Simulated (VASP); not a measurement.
# CuSi16 (a cell with a defect) in VASP: a series of runs, part 2 of 2

VASP 6.6.1. The steps go on from the part before.

### 3 Single point, LDA, collinear spin

The input, INCAR:

```
SYSTEM = CuSi16
  ALGO = Normal
  EDIFF = 1E-7
  ENCUT = 520
  ISIF = 2
  ISMEAR = -1
  ISPIN = 2
  LASPH = .True.
  LCHARG = .False.
  LMAXMIX = 4
  LORBIT = 11
  LREAL = Auto
  LWAVE = .False.
  MAGMOM = 0 0 0 0 0 0 0 0 0 0 0 0 0 0 0 0 1
  NBANDS = 56
  NELM = 150
  PREC = Accurate
  SIGMA = 0.02
```

The input, KPOINTS:

```
k-points
0
Gamma
  2 2 2
  0 0 0
```

The input, POSCAR:

```
CuSi16
1.0
    0.0000000000      5.4300000000      5.4300000000
    5.4300000000      0.0000000000      5.4300000000
    5.4300000000      5.4300000000      0.0000000000
Si Cu
16 1
Direct
    0.0124416724      0.0124302007      0.0131182692
    0.1364104112      0.1364018810      0.1370093641
    0.0023074618      0.0022970073      0.5105679562
    0.1223155515      0.1223071881      0.6427598315
    0.0023207871      0.5099618747      0.0028775566
    0.1222684847      0.6421022888      0.1229921690
   -0.0119535127      0.5093297354      0.5101341032
    0.1207273935      0.6292023298      0.6297856054
    0.5099708382      0.0023109591      0.0028783163
    0.6421129714      0.1222594567      0.1229907766
    0.5093382308     -0.0119638036      0.5101363807
    0.6292121648      0.1207189358      0.6297851313
    0.5094255183      0.5094190839     -0.0112674013
    0.6292289067      0.6292185576      0.1213281488
    0.4944050508      0.4943970080      0.4950123273
    0.6183874997      0.6183759892      0.6191066093
    0.3184372098      0.3184266675      0.3187042658
```

Potentials or basis: VASP PAW LDA potentials, release 64 (Si, Cu).

Started as:

```console
cat potpaw_LDA.64/Si/POTCAR potpaw_LDA.64/Cu/POTCAR > POTCAR
mpirun -np 1 vasp_std > vasp.out
```

OUTCAR:

```text
SYSTEM = CuSi16
   EDIFF = 1E-7
   ENCUT = 520
   ISIF = 2
   ISMEAR = -1
   ISPIN = 2
   LASPH = .True.
   LORBIT = 11
   LREAL = Auto
   NELM = 150
   PREC = Accurate

 ion  position               nearest neighbor table
   1  0.012  0.012  0.013-   6 2.33  10 2.33   4 2.33   2 2.33
   2  0.136  0.136  0.137-   1 2.33   3 2.35   5 2.35   9 2.35
   3  0.002  0.002  0.511-   4 2.33   8 2.34  12 2.34   2 2.35
   4  0.122  0.122  0.643-   1 2.33   3 2.33  17 2.35   7 2.43  11 2.43
   5  0.002  0.510  0.003-   6 2.33  14 2.34   8 2.34   2 2.35
   6  0.122  0.642  0.123-   1 2.33   5 2.33  17 2.34   7 2.43  13 2.43
   7  0.988  0.509  0.510-  16 2.33   8 2.33  17 2.34   4 2.43   6 2.43
   8  0.121  0.629  0.630-   7 2.33   5 2.34   3 2.34  15 2.35
   9  0.510  0.002  0.003-  10 2.33  14 2.34  12 2.34   2 2.35
  10  0.642  0.122  0.123-   1 2.33   9 2.33  17 2.34  11 2.43  13 2.43
  11  0.509  0.988  0.510-  16 2.33  12 2.33  17 2.34   4 2.43  10 2.43
  12  0.629  0.121  0.630-  11 2.33   9 2.34   3 2.34  15 2.35
  13  0.509  0.509  0.989-  16 2.33  17 2.33  14 2.33   6 2.43  10 2.43
  14  0.629  0.629  0.121-  13 2.33   5 2.34   9 2.34  15 2.35
  15  0.494  0.494  0.495-  16 2.33   8 2.35  12 2.35  14 2.35
  16  0.618  0.618  0.619-  13 2.33   7 2.33  11 2.33  15 2.33
  17  0.318  0.318  0.319-  13 2.33  11 2.34   7 2.34   6 2.34  10 2.34   4 2.35

  LATTYP: Found a face centered cubic cell.
 ALAT       =    10.8600000000

  Lattice vectors:
[... 859 lines left out ...]
  volume of cell :      320.21
      direct lattice vectors                 reciprocal lattice vectors
     0.000000000  5.430000000  5.430000000    -0.092081031  0.092081031  0.092081031
     5.430000000  0.000000000  5.430000000     0.092081031 -0.092081031  0.092081031
     5.430000000  5.430000000  0.000000000     0.092081031  0.092081031 -0.092081031

 POSITION                                       TOTAL-FORCE (eV/Angst)
 -----------------------------------------------------------------------------------
      0.13873      0.13879      0.13505         0.017468      0.017468      0.018356
      1.48462      1.48467      1.48137        -0.006320     -0.006320     -0.007034
      2.78486      2.78491      0.02500        -0.010473     -0.010473      0.010548
      4.15431      4.15436      1.32830         0.004277      0.004277     -0.023165
      2.78472      0.02823      2.78169        -0.010802      0.010139     -0.010814
      4.15446      1.33177      4.15053         0.005218     -0.026399      0.005244
[... 9 lines left out ...]
      6.71953      6.71959      6.71563        -0.018913     -0.018913     -0.017260
      3.45962      3.45968      3.45817         0.003027      0.003027     -0.015109
 -----------------------------------------------------------------------------------
    total drift:                                0.000464      0.008638     -0.002374

  FREE ENERGIE OF THE ION-ELECTRON SYSTEM (eV)
  ---------------------------------------------------
  free  energy   TOTEN  =       -97.3162097224 eV

  energy  without entropy=      -97.3065230024  energy(sigma->0) =      -97.31136636

 total charge

# of ion       s       p       d       tot
------------------------------------------
    1        0.759   0.948   0.000   1.707
    2        0.747   0.962   0.000   1.709
    3        0.749   0.963   0.000   1.712
    4        0.743   0.959   0.000   1.702
    5        0.749   0.963   0.000   1.712
    6        0.743   0.959   0.000   1.702
[... 9 lines left out ...]
   16        0.760   0.948   0.000   1.708
   17        0.530   0.484   9.220  10.235
--------------------------------------------------
tot         12.496  15.838   9.220  37.554

 magnetization (x)

# of ion       s       p       d       tot
------------------------------------------
    1        0.000  -0.000   0.000   0.000
    2       -0.000   0.000   0.000  -0.000
    3       -0.000  -0.000   0.000  -0.000
    4        0.000   0.000   0.000   0.000
    5       -0.000  -0.000   0.000  -0.000
    6        0.000   0.000   0.000   0.000
[... 9 lines left out ...]
   16        0.000   0.000   0.000   0.000
   17        0.000   0.000   0.000   0.000
--------------------------------------------------
tot          0.000   0.000   0.000   0.000
```

stdout:

```text
POSCAR found type information on POSCAR SiCu
 POSCAR found :  2 types and      17 ions
 scaLAPACK will be used
 LDA part: xc-table for (Slater(with rela. corr.)+CA(PZ))
 , standard interpolation
 POSCAR, INCAR and KPOINTS ok, starting setup
 FFT: planning ... GRIDC
 FFT: planning ... GRID_SOFT
 FFT: planning ... GRID
 WAVECAR not read
 entering main loop
```

Wall time 4.6 min (1 thread of Intel Xeon 6975P-C (Granite Rapids), shared host); peak memory 0.47 GiB.

Results:

| Quantity | Value |
| --- | --- |
| Free energy | -97.3162 eV |
| Pressure | 0.7 GPa |
| Largest force | 0.032 eV/Å |
| Net moment | 0.00 μB per cell |
| Valence electrons inside the program's atomic spheres | Si 1.71, 1.70 (each value once); Cu 10.23 |

Forces in eV/Å, atoms in the order of the input:
```
Si   0.017  0.017  0.018
Si  -0.006 -0.006 -0.007
Si  -0.010 -0.010  0.011
Si   0.004  0.004 -0.023
Si  -0.011  0.010 -0.011
Si   0.005 -0.026  0.005
Si   0.019 -0.003  0.001
Si   0.002  0.005  0.004
Si   0.010 -0.011 -0.011
Si  -0.026  0.005  0.005
Si  -0.003  0.019  0.001
Si   0.005  0.002  0.004
Si  -0.003 -0.003  0.025
Si   0.006  0.006  0.000
Si   0.007  0.007  0.010
Si  -0.019 -0.019 -0.017
Cu   0.003  0.003 -0.015
```

Stress tensor (GPa, compression positive):
```
0.66 0.19 0.19
0.19 0.66 0.19
0.19 0.19 0.66
```

Levels at points of the mesh, in eV from the Fermi level:
Spin up:
| k point | band 33 | band 34 | band 35 | band 36 | band 37 | band 38 | band 39 | band 40 | band 41 | band 42 |
| --- | --- | --- | --- | --- | --- | --- | --- | --- | --- | --- |
| (0.00, 0.00, 0.00) | -1.58 | -1.58 | -0.93 | -0.68 | -0.50 | -0.40 | -0.40 | -0.02 | -0.01 | 0.19 |
| (0.50, 0.00, 0.00) | -2.45 | -1.48 | -1.46 | -1.33 | -1.15 | 0.14 | 0.50 | 0.56 | 0.76 | 0.83 |
| (0.00, 0.00, 0.50) | -2.45 | -1.48 | -1.46 | -1.33 | -1.15 | 0.14 | 0.50 | 0.56 | 0.76 | 0.83 |
| (0.50, 0.50, 0.50) | -2.66 | -1.36 | -1.36 | -0.95 | -0.94 | -0.01 | 0.50 | 0.94 | 0.94 | 0.95 |
| (0.50, 0.50, 0.00) | -2.26 | -2.11 | -1.91 | -1.90 | -1.60 | 0.18 | 0.29 | 1.40 | 1.55 | 1.65 |
| (0.00, 0.50, 0.50) | -2.26 | -2.11 | -1.91 | -1.90 | -1.60 | 0.18 | 0.29 | 1.40 | 1.55 | 1.65 |
Spin down:
| k point | band 35 | band 36 | band 37 | band 38 | band 39 | band 40 |
| --- | --- | --- | --- | --- | --- | --- |
| (0.00, 0.00, 0.00) | -0.93 | -0.68 | -0.50 | -0.40 | -0.40 | -0.02 |
| (0.50, 0.00, 0.00) | -1.46 | -1.33 | -1.15 | 0.14 | 0.50 | 0.56 |
| (0.00, 0.00, 0.50) | -1.46 | -1.33 | -1.15 | 0.14 | 0.50 | 0.56 |
| (0.50, 0.50, 0.50) | -1.36 | -0.95 | -0.94 | -0.01 | 0.50 | 0.94 |
| (0.50, 0.50, 0.00) | -1.91 | -1.90 | -1.60 | 0.18 | 0.29 | 1.40 |
| (0.00, 0.50, 0.50) | -1.91 | -1.90 | -1.60 | 0.18 | 0.29 | 1.40 |

Caveat: the k points lie up to 0.50 Å⁻¹ apart.
